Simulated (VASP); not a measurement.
Cs2InAgBr6, 10 atoms in the cell. The structure is cubic, space group Fm-3m (No. 225). The conventional cell has a = 11.072 Å, b = 11.072 Å, c = 11.072 Å, α = 90.00°, β = 90.00°, γ = 90.00°. Cs (site symmetry -43m) has 12 Br at 3.92 Å and 4 In at 4.79 Å and 4 Ag at 4.79 Å within 5.1 Å. Within 3.6 Å of In (site symmetry m-3m) lie 6 Br at 2.70 Å. Ag (site symmetry m-3m) has 6 Br at 2.83 Å within 3.7 Å. Within 3.6 Å of Br (site symmetry 4mm) lie 1 In at 2.70 Å and 1 Ag at 2.83 Å. 

```yaml
Program: VASP 6.6.1
Task: single point
Functional: PBEsol
Potentials_or_basis: VASP PAW PBE potentials, release 64 (Cs_sv, In_d, Ag, Br)
Cutoff: 520 eV
k_mesh: 4 × 4 × 4
Occupations: fermi-dirac, width 0.05 eV
Spin: no spin polarisation
Dipole_correction: no
Further_INCAR_settings: ALGO = Normal; EDIFF = 1e-07; NBANDS = 53
```

Potentials or basis: VASP PAW PBE potentials, release 64 (Cs_sv, In_d, Ag, Br).

Run with:

```console
$ cat potpaw_PBE.64/Cs_sv/POTCAR potpaw_PBE.64/In_d/POTCAR potpaw_PBE.64/Ag/POTCAR potpaw_PBE.64/Br/POTCAR > POTCAR
$ mpirun -np 1 vasp_std > vasp.out
```

Hardware: 1 thread of Intel(R) Xeon(R) Platinum 8259CL CPU @ 2.50GHz (Skylake/Cascade Lake) (shared host).

Task: How long does it take, and how much memory?

Result: It took 4.1 min on 1 thread of Intel(R) Xeon(R) Platinum 8259CL CPU @ 2.50GHz (Skylake/Cascade Lake), on a shared host, peak memory 0.59 GiB. Counts: scf iterations 15, k points 8.
